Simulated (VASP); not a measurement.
# PdPt2 (P6/mmm) in VASP: relaxation of cell and atoms with PBE

Aim: the relaxation of cell and atoms of PdPt2 with PBE.

Everything below comes from runs of VASP 6.6.1. Logs are shortened: lines on timing, memory, paths and dates and some standing lists are left out, and cuts for length are marked.

### 1 The cell of the first run

It takes space group P6/mmm (No. 191, hexagonal). Conventional cell: a = 4.497 Å, b = 4.497 Å, c = 2.728 Å, α = 90.00°, β = 90.00°, γ = 120.00°. Within 3.6 Å of Pd (site symmetry 6/mmm) lie 2 Pd at 2.73 Å and 12 Pt at 2.93 Å. Pt (site symmetry -6m2) has 5 Pt at 2.60 to 2.73 Å and 6 Pd at 2.93 Å within 3.4 Å.

The cell was built from a structure type or drawn by symmetry, and may not be a known phase.

### 2 Relaxation of cell and atoms, PBE

The input, INCAR:

```
  PREC = Accurate
  ENCUT = 600
  EDIFF = 1E-6
  ISMEAR = 0
  SIGMA = 0.1
  LREAL = F
  LASPH = T
  NELM = 80
  ALGO = Fast
  ISIF = 3
  LWAVE = F
  LCHARG = F
  GGA = PE
  IBRION = 2
  NSW = 100
  EDIFFG = -0.01
```

The input, KPOINTS:

```
regular mesh
0
Gamma
  12 12 16
```

The input, POSCAR:

```
PdPt2
1.0
    4.4974890283      0.0000000000      0.0000000000
   -2.2487445142      3.8949397518      0.0000000000
    0.0000000000      0.0000000000      2.7279240851
Pd Pt
1 2
Direct
    0.0000000000      0.0000000000      0.0000000000
    0.3333333333      0.6666666667      0.5000000000
    0.6666666667      0.3333333333      0.5000000000
```

Potentials or basis: VASP PAW PBE potentials, release 64 (Pd, Pt).

Command:

```console
$ cat potpaw_PBE.64/Pd/POTCAR potpaw_PBE.64/Pt/POTCAR > POTCAR
$ mpirun -np 1 vasp_std > vasp.out
```

OUTCAR:

```text
PREC = Accurate
   ENCUT = 600
   EDIFF = 1E-6
   ISMEAR = 0
   LREAL = F
   LASPH = T
   NELM = 80
   ISIF = 3
   GGA = PE
   IBRION = 2
   NSW = 100
   EDIFFG = -0.01

 ion  position               nearest neighbor table
   1  0.000  0.000  0.000-   2 2.93   3 2.93   2 2.93   3 2.93   3 2.93   3 2.93   2 2.93   2 2.93
                             3 2.93   3 2.93   2 2.93   2 2.93
   2  0.333  0.667  0.500-   3 2.60   3 2.60   3 2.60   1 2.93   1 2.93   1 2.93   1 2.93   1 2.93
                             1 2.93
   3  0.667  0.333  0.500-   2 2.60   2 2.60   2 2.60   1 2.93   1 2.93   1 2.93   1 2.93   1 2.93
                             1 2.93

  LATTYP: Found a hexagonal cell.
 ALAT       =     4.4974890283
 C/A-ratio  =     0.6065437999

  Lattice vectors:

 A1 = (   4.4974890283,   0.0000000000,   0.0000000000)
 A2 = (  -2.2487445142,   3.8949397518,   0.0000000000)
 A3 = (   0.0000000000,   0.0000000000,   2.7279240851)

Analysis of symmetry for initial positions (statically):
=====================================================================
 Subroutine PRICEL returns:
 Original cell was already a primitive cell.

 Routine SETGRP: Setting up the symmetry group for a
 hexagonal supercell.

 Subroutine GETGRP returns: Found 24 space group operations
 (whereof 24 operations were pure point group operations)
 out of a pool of 24 trial point group operations.

The static configuration has the point symmetry D_6h.

Analysis of symmetry for dynamics (positions and initial velocities):
=====================================================================
 Subroutine PRICEL returns:
 Original cell was already a primitive cell.

 Routine SETGRP: Setting up the symmetry group for a
 hexagonal supercell.

 Subroutine GETGRP returns: Found 24 space group operations
 (whereof 24 operations were pure point group operations)
 out of a pool of 24 trial point group operations.

The dynamic configuration has the point symmetry D_6h.

 Subroutine INISYM returns: Found 24 space group operations
 (whereof 24 operations are pure point group operations),
 and found     1 'primitive' translations

----------------------------------------------------------------------------------------

                                     Primitive cell

  volume of cell :      47.7863

  direct lattice vectors                    reciprocal lattice vectors
     4.497489028  0.000000000  0.000000000     0.222346290  0.128371690  0.000000000
    -2.248744514  3.894939752  0.000000000     0.000000000  0.256743381  0.000000000
     0.000000000  0.000000000  2.727924085     0.000000000  0.000000000  0.366579116

  length of vectors
     4.497489028  4.497489028  2.727924085     0.256743381  0.256743381  0.366579116

  position of ions in fractional coordinates (direct lattice)
     0.000000000  0.000000000  0.000000000
     0.333333333  0.666666667  0.500000000
     0.666666667  0.333333333  0.500000000

  ion indices of the primitive-cell ions
   primitive index   ion index
                 1           1
                 2           2
                 3           3

----------------------------------------------------------------------------------------

 KPOINTS: regular mesh

Automatic generation of k-mesh.
 Grid dimensions read from file:
 generate k-points for:   12   12   16

 Generating k-lattice:

  Cartesian coordinates                     Fractional coordinates (reciprocal lattice)
     0.018528858  0.010697641  0.000000000     0.083333333  0.000000000  0.000000000
     0.000000000  0.021395282  0.000000000     0.000000000  0.083333333  0.000000000
     0.000000000  0.000000000  0.022911195     0.000000000  0.000000000  0.062500000

  Length of vectors
     0.021395282  0.021395282  0.022911195

  Shift w.r.t. Gamma in fractional coordinates (k-lattice)
     0.000000000  0.000000000  0.000000000

 Subroutine IBZKPT returns following result:
 ===========================================

 Found    171 irreducible k-points:

 Following reciprocal coordinates:
            Coordinates               Weight
  0.000000  0.000000  0.000000      1.000000
  0.083333  0.000000  0.000000      6.000000
  0.166667  0.000000  0.000000      6.000000
  0.250000  0.000000  0.000000      6.000000
  0.333333  0.000000  0.000000      6.000000
  0.416667  0.000000  0.000000      6.000000
[... 16 lines left out ...]
  0.250000  0.000000  0.062500     12.000000
  0.333333  0.000000  0.062500     12.000000
 [... further k-points ...]
   k-points           NKPTS =    171   k-points in BZ     NKDIM =    171   number of bands    NBANDS=     19
   number of dos      NEDOS =    301   number of ions     NIONS =      3
   total plane-waves  NPLWV =  31104
   dimension x,y,z NGX =    36 NGY =   36 NGZ =   24
   dimension x,y,z NGXF=    72 NGYF=   72 NGZF=   48
   ions per type =               1   2
   NGX,Y,Z   is equivalent  to a cutoff of  13.31, 13.31, 14.63 a.u.
   NGXF,Y,Z  is equivalent  to a cutoff of  26.61, 26.61, 29.25 a.u.
 SYSTEM =  unknown system
   PREC   = accura    normal or accurate (medium, high low for compatibility)
   ISTART =      0    job   : 0-new  1-cont  2-samecut
   ICHARG =      2    charge: 1-file 2-atom 10-const
   ISPIN  =      1    spin polarized calculation?
   LNONCOLLINEAR =      F non collinear calculations
   LSORBIT =      F    spin-orbit coupling
   LASPH  =      T    aspherical Exc in radial PAW
   ENCUT  =  600.0 eV  44.10 Ry    6.64 a.u.   8.98  8.98  5.45*2*pi/ulx,y,z
   NELM   =     80;   NELMIN=  2; NELMDL= -5     # of ELM steps
   EDIFF  = 0.1E-05   stopping-criterion for ELM
   LREAL  =      F    real-space projection
   EDIFFG = -.1E-01   stopping-criterion for IOM
   NSW    =    100    number of steps for IOM
   IBRION =      2    ionic relax: 0-MD 1-quasi-New 2-CG
   NFREE  =      1    steps in history (QN), initial steepest desc. (CG)
   ISIF   =      3    stress and relaxation
   ISYM   =      2    0-nonsym 1-usesym 2-fastsym
   POTIM  = 0.5000    time-step for ionic-motion
   TEBEG  =    0.0;   TEEND  =   0.0 temperature during run
   PSTRESS=    0.0 pullay stress
   NELECT =      30.0000    total number of electrons
   NUPDOWN=      -1.0000    fix difference up-down
   EMIN   =  10.00;   EMAX   =-10.00  energy-range for DOS
   EFERMI =   0.00;   METHOD = LEGACY
   ISMEAR =     0;   SIGMA  =   0.10  broadening in eV -4-tet -1-fermi 0-gaus
   EFERMI_NEDOS =   21; number of points for ismear=-14 and -15
   IALGO  =     68    algorithm
   IMIX   =      4    mixing-type and parameters
     AMIX     =   0.40;   BMIX     =  1.00
     AMIX_MAG =   1.60;   BMIX_MAG =  1.00
  volume/ion in A,a.u.               =      15.93       107.49
  Fermi-wavevector in a.u.,A,eV,Ry     =   1.401783  2.648986 26.735398  1.964996
  Thomas-Fermi vector in A             =   2.524610
   LORBIT       =      0    0 simple, 1 ext, 2 COOP (PROOUT), +10 PAW based schemes
   GGA     = PE    functional components
   LHFCALC =     F    Hartree Fock is set to
   AEXX    =    0.0000 exact exchange contribution
   IVDW    =     0    specifies the selected vdW correction
   LEPSILON=     F    determine dielectric tensor
   LRPA    =     F    only Hartree local field effects (RPA)
 conjugate gradient relaxation of ions
 non-spin polarized calculation
 RMM-DIIS sequential band-by-band and
 Gauss-broadening in eV      SIGMA  =   0.10
  energy-cutoff  :      600.00
  volume of cell :       47.79
 maximum number of plane-waves:      1623
 NGX is ok and might be reduce to    36
   NGX = 17   NGY = 17   NGZ = 11

--------------------------------------- Ionic step        1  -------------------------------------------

 number of electron      29.9999998 magnetization

 Free energy of the ion-electron system (eV)
  ---------------------------------------------------
  ext. energy  EPLUGINS =         0.00000000
  ---------------------------------------------------
  free energy    TOTEN  =       -17.19708087 eV

  energy without entropy =      -17.16274908  energy(sigma->0) =      -17.17991498

------------------------ aborting loop because EDIFF is reached ----------------------------------------

  FORCE on cell =-STRESS in cart. coord.  units (eV):
  Direction    XX          YY          ZZ          XY          YZ          ZX
  --------------------------------------------------------------------------------------
  -------------------------------------------------------------------------------------
  Total        0.0687334      0.0687334     -0.4919012     -0.0000000     -0.0000000      0.0000000
  in kB        2.3044908      2.3044908    -16.4924564     -0.0000000     -0.0000000      0.0000000
  external PRESSURE =      -3.9611583 kB  Pullay stress =       0.0000000 kB
[... 133 lines left out ...]
  energy  without entropy=      -17.1640228997  energy(sigma->0) =      -17.18115216

--------------------------------------- Ionic step        5  -------------------------------------------

 number of electron      29.9999998 magnetization

 Free energy of the ion-electron system (eV)
  ---------------------------------------------------
  ext. energy  EPLUGINS =         0.00000000
  ---------------------------------------------------
  free energy    TOTEN  =       -17.19850440 eV

  energy without entropy =      -17.16433980  energy(sigma->0) =      -17.18142210

 E-fermi :   9.6535     XC(G=0): -13.0142

 val. band max:        9.6488803349   @ k =   0.3333   0.0000   0.2500
 cond. band min:       9.6542945120   @ k =   0.0833   0.0000   0.3750
 fundamental gap:      0.0054141771
 Fermi energy:         9.6535024779

 k-point     1 :       0.0000    0.0000    0.0000
  band No.  band energies     occupation
      1       0.9975      2.00000
      2       3.9803      2.00000
      3       5.2039      2.00000
      4       5.9317      2.00000
      5       5.9317      2.00000
      6       5.9518      2.00000
[... 11 lines left out ...]
     18      16.2608      0.00000
     19      16.5271      0.00000
[... 489 lines left out ...]
      3       4.5363      2.00000
      4       4.7347      2.00000
      5       5.1336      2.00000
      6       5.8382      2.00000
[... 11 lines left out ...]
     18      12.3775      0.00000
     19      16.0898      0.00000

 [... further k-points ...]

------------------------ aborting loop because EDIFF is reached ----------------------------------------

  FORCE on cell =-STRESS in cart. coord.  units (eV):
  Direction    XX          YY          ZZ          XY          YZ          ZX
  --------------------------------------------------------------------------------------
  -------------------------------------------------------------------------------------
  Total        0.0019355      0.0019355      0.0004501     -0.0000000     -0.0000000      0.0000000
  in kB        0.0650434      0.0650434      0.0151245     -0.0000000     -0.0000000      0.0000000
  external PRESSURE =       0.0484038 kB  Pullay stress =       0.0000000 kB
[... 18 lines left out ...]
  FREE ENERGIE OF THE ION-ELECTRON SYSTEM (eV)
  ---------------------------------------------------
  free  energy   TOTEN  =       -17.1985043959 eV

  energy  without entropy=      -17.1643397963  energy(sigma->0) =      -17.18142210

 reached required accuracy - stopping structural energy minimisation
```

Run time: 3 min. Hardware: 1 thread of Intel Xeon 6975P-C (Granite Rapids), shared host; peak memory 0.34 GiB.

Results:

```
Free energy                           : -17.1985 eV
Relaxed volume                        : 15.89 Å³/atom
Relaxed cell                          : a = 4.504 Å, b = 4.504 Å, c = 2.713 Å, α = 90.00°, β = 90.00°, γ = 120.00°
Space group after relaxing (to 0.1 Å) : P6/mmm (No. 191)
Energy gained by relaxing             : 0.5 meV/atom
Ionic steps                           : 5
Pressure after relaxing               : 0.0 GPa
Band gap on the k mesh                : zero (bands 15 and 16 overlap by 1.53 eV)
```

The path:
| step | energy change (eV) | largest force (eV/Å) | pressure (GPa) | volume (Å³) |
| --- | --- | --- | --- | --- |
| 1 | 0.0000 | 0.0000 | -0.40 | 47.79 |
| 2 | -0.0009 | 0.0000 | 0.77 | 47.51 |
| 3 | -0.0013 | 0.0000 | 0.33 | 47.61 |
| 4 | -0.0012 | 0.0000 | -0.43 | 47.78 |
| 5 | -0.0014 | 0.0000 | 0.00 | 47.68 |

Final structure:
```
CELL_PARAMETERS angstrom
4.50423 0.00000 0.00000
-2.25211 3.90078 0.00000
0.00000 0.00000 2.71347
ATOMIC_POSITIONS crystal
Pd 0.00000 0.00000 0.00000
Pt 0.33333 0.66667 0.50000
Pt 0.66667 0.33333 0.50000
```

Caveat: spin-orbit coupling is left out, which moves the levels of the heavy elements.
